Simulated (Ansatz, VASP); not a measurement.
## P in VASP and in Ansatz

```xyz
1
Lattice="-1.1453 1.1453 3.8619 1.1453 -1.1453 3.8619 1.1453 1.1453 -3.8619" Properties=species:S:1:pos:R:3 pbc="T T T"
P     0.0000    0.0000    0.0000
```

Alike in both runs: functional PBE; k mesh 34 × 34 × 34; occupations gaussian, width 0.1 eV; no spin polarisation.

Ansatz relaxed the structure, and its values are those at the end. VASP's run is a single point on that final structure, the one shown.

|  | VASP | Ansatz |
| --- | --- | --- |
| version | VASP 6.6.1 | Ansatz 0.2.0 |
| potentials or method | VASP PAW PBE potentials, release 64 (P), cutoff 520 eV | scalar-relativistic, plane waves, PAW |
| valence electrons in the cell | 5 | 5 |

|  | VASP | Ansatz | Ansatz less VASP |
| --- | --- | --- | --- |
| gap on the k mesh at the Fermi level (eV) | none | none | - |
| pressure (GPa) | -0.3 | 0.0 | +0.23 |

A gap of «none» marks a metal or a gap that the smearing closes.
